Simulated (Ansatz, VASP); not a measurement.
LiCl: VASP beside Ansatz

The input INCAR:

```
PREC = Accurate
ENCUT = 520
EDIFF = 1E-7
ISMEAR = 0
SIGMA = 0.05
LREAL = F
LASPH = T
NELM = 100
ALGO = Normal
ISIF = 2
LWAVE = F
LCHARG = T
GGA = PS
LELF = T
LVHAR = T
NBANDS = 12
```

KPOINTS

```
Automatic mesh
0
Gamma
  10 10 10
```

The input POSCAR:

```
LiCl
1.0
    0.0000000000      2.4979290645      2.4979290645
    2.4979290645      0.0000000000      2.4979290645
    2.4979290645      2.4979290645      0.0000000000
Li Cl
1 1
Direct
    0.0000000000      0.0000000000      0.0000000000
    0.5000000000      0.5000000000      0.5000000000
```

Input for Ansatz:

```yaml
crystal:
  lattice:
    - [0.0, 2.4979290645, 2.4979290645]
    - [2.4979290645, 0.0, 2.4979290645]
    - [2.4979290645, 2.4979290645, 0.0]
  atoms:
    - { symbol: Li, position: [0.0, 0.0, 0.0] }
    - { symbol: Cl, position: [0.5, 0.5, 0.5] }
basis:
  ecutwfc: 420
  ecutrho_ratio: 4
kpoints:
  mp_grid: { grid: [10, 10, 10] }
hamiltonian:
  xc: pbesol
scf:
  occupations: { method: gaussian, width: 0.05 }
output:
  forces: true
  stress: true
  eigenvalues: true
```

Alike in both runs: task single point; functional PBEsol; k mesh 10 × 10 × 10; occupations gaussian, width 0.05 eV; no spin polarisation.

```csv
,VASP,Ansatz
version,VASP 6.6.1,Ansatz 0.2.0
potentials or method,"VASP PAW PBE potentials, release 64 (Li_sv, Cl), cutoff 520 eV","scalar-relativistic, plane waves, PAW"
valence electrons in the cell,10,10
```

|  | VASP | Ansatz | Ansatz less VASP |
| --- | --- | --- | --- |
| gap on the k mesh at the Fermi level (eV) | 6.61 | 6.60 | -0.011 |
| least direct gap on the mesh (eV) | 6.61 | 6.60 | -0.011 |

VASP's potentials were made for PBE, not for PBEsol.

Noted on VASP's run: the cutoff is short for stress, so the pressure is rough.
